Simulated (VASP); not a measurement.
A run of VASP 6.6.1 is set up as follows.

Contents of INCAR:

```
SYSTEM = CaMg2
PREC = Accurate
ENCUT = 600
EDIFF = 1E-6
ISMEAR = -1
SIGMA = 0.1
LREAL = .FALSE.
LASPH = .TRUE.
NELM = 120
ALGO = Normal
ISIF = 2
LWAVE = .FALSE.
LCHARG = .FALSE.
GGA = CA
NBANDS = 23
GGA_COMPAT = .FALSE.
```

The input KPOINTS:

```
Automatic mesh
0
G
  3 3 1
  0 0 0
```

POSCAR

```
CaMg2
1.0
    3.4682900000      0.0000000000      0.0000000000
   -1.7341450000      3.0036272477      0.0000000000
    0.0000000000      0.0000000000     16.7985200000
Ca Mg
2 4
Direct
    0.3333333333      0.6666666667      0.7500000000
    0.6666666667      0.3333333333      0.2500000000
    0.6666666667      0.3333333333      0.5790600000
    0.3333333333      0.6666666667      0.0790600000
    0.3333333333      0.6666666667      0.4209400000
    0.6666666667      0.3333333333      0.9209400000
```

Potentials or basis: VASP PAW LDA potentials, release 64 (Ca_sv, Mg).

The run is started by

```bash
$ cat potpaw_LDA.64/Ca_sv/POTCAR potpaw_LDA.64/Mg/POTCAR > POTCAR
$ mpirun -np 1 vasp_std > vasp.out
```

Q: Estimate the pressure.

A: -1.7 GPa.

Q: Estimate the band gap on the k mesh.

A: Zero (bands 14 and 15 overlap by 0.82 eV).

Q: Estimate the largest force.

A: 0.275 eV/Å.

Forces in eV/Å, atoms in the order of the input:
```
Ca   0.000  0.000  0.000
Ca   0.000  0.000  0.000
Mg   0.000  0.000 -0.275
Mg   0.000  0.000 -0.275
Mg   0.000  0.000  0.275
Mg   0.000  0.000  0.275
```

Caveat: the k points lie up to 0.70 Å⁻¹ apart, too coarse for converged energies and pressures of a metal.
